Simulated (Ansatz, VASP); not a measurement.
## One calculation of Ti, two programs

Contents of INCAR:

```
ALGO = Fast
EDIFF = 1E-6
ENCUT = 520
GGA = PS
ISIF = 2
ISMEAR = 0
LASPH = T
LCHARG = F
LREAL = F
LWAVE = F
NBANDS = 12
NELM = 100
PREC = Accurate
SIGMA = 0.15
```

Contents of KPOINTS:

```
k-points
0
Gamma
  22 22 22
```

POSCAR

```
Ti
1.0
   -1.6869166064      1.6869166064      1.4527725814
    1.6869166064     -1.6869166064      1.4527725814
    1.6869166064      1.6869166064     -1.4527725814
Ti
1
Direct
    0.0000000000      0.0000000000      0.0000000000
```

Input for Ansatz:

```yaml
crystal:
  lattice:
    - [-1.6869166064, 1.6869166064, 1.4527725814]
    - [1.6869166064, -1.6869166064, 1.4527725814]
    - [1.6869166064, 1.6869166064, -1.4527725814]
  atoms:
    - { symbol: Ti, position: [0.0, 0.0, 0.0] }
basis:
  ecutwfc: 520.0
kpoints:
  mp_grid: { grid: [22, 22, 22] }
hamiltonian:
  xc: pbesol
  pseudopotentials: { kind: paw, azcp: { folder: soft_1 } }
scf:
  occupations: { method: gaussian, width: 0.15 }
output:
  forces: true
  stress: true
  eigenvalues: true
```

Alike in both runs: task single point; functional PBEsol; k mesh 22 × 22 × 22; occupations gaussian, width 0.15 eV; no spin polarisation.

|  | VASP | Ansatz |
| --- | --- | --- |
| version | VASP 6.6.1 | Ansatz 0.2.0 |
| potentials or method | VASP PAW PBE potentials, release 64 (Ti_sv), cutoff 520 eV | scalar-relativistic, plane waves, PAW |
| valence electrons in the cell | 12 | 12 |

VASP gave:

| Item | Value |
| --- | --- |
| gap on the k mesh at the Fermi level (eV) | none |
| pressure (GPa) | -0.3 |
| traceless stress, the component that is largest in VASP (GPa) | 0.06 |

Estimate Ansatz's values.

gap on the k mesh at the Fermi level (eV): none; pressure (GPa): 0.0; traceless stress, the component that is largest in VASP (GPa): 0.13.

VASP's potentials were made for PBE, not for PBEsol, and Ansatz warns of the same on its side. A gap of «none» marks a metal or a gap that the smearing closes.
